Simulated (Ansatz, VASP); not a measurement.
**Two plane-wave programs on KF**

The input INCAR:

```
  PREC = Accurate
  ENCUT = 520
  EDIFF = 1E-6
  ISMEAR = 0
  SIGMA = 0.05
  LREAL = F
  LASPH = T
  NELM = 80
  ALGO = Normal
  ISIF = 2
  LWAVE = F
  LCHARG = F
  GGA = PE
  NBANDS = 15
```

Contents of KPOINTS:

```
regular mesh
0
Gamma
  8 8 8
```

Contents of POSCAR:

```
KF
1.0
    0.0000000000      2.7105354767      2.3039551552
    2.6156667350      0.0000000000      2.3039551552
    2.6156667350      2.7105354767      0.0000000000
K F
1 1
Direct
    0.0000000000      0.0000000000      0.0000000000
    0.5000000000      0.5000000000      0.5000000000
```

Input for Ansatz:

```yaml
crystal:
  lattice:
    - [0.0, 2.7105354767, 2.3039551552]
    - [2.615666735, 0.0, 2.3039551552]
    - [2.615666735, 2.7105354767, 0.0]
  atoms:
    - { symbol: K, position: [0.0, 0.0, 0.0] }
    - { symbol: F, position: [0.5, 0.5, 0.5] }
basis:
  ecutwfc: 520.0
kpoints:
  mp_grid: { grid: [8, 8, 8] }
hamiltonian:
  xc: pbe
scf:
  occupations: { method: gaussian, width: 0.05 }
output:
  forces: true
  stress: true
  eigenvalues: true
```

Change from the starting cell: normal strain along x -0.0350, normal strain along z -0.1500.

Alike in both runs: task single point; functional PBE; k mesh 8 × 8 × 8; occupations gaussian, width 0.05 eV; no spin polarisation.

|  | VASP | Ansatz |
| --- | --- | --- |
| version | VASP 6.6.1 | Ansatz 0.2.0 |
| potentials or method | VASP PAW PBE potentials, release 64 (K_sv, F), cutoff 520 eV | scalar-relativistic, plane waves, PAW |
| valence electrons in the cell | 16 | 16 |

Ansatz gave:

* gap on the k mesh at the Fermi level (eV): 6.41
* least direct gap on the mesh (eV): 6.45
* pressure (GPa): 12.8
* traceless stress, the component that is largest in VASP (GPa): 15.54

Question: Estimate VASP's values.

Answer: gap on the k mesh at the Fermi level (eV): 6.39; least direct gap on the mesh (eV): 6.43; pressure (GPa): 13.1; traceless stress, the component that is largest in VASP (GPa): 16.14.

With one functional, cell and mesh, what is left measures potentials, basis and numerics.
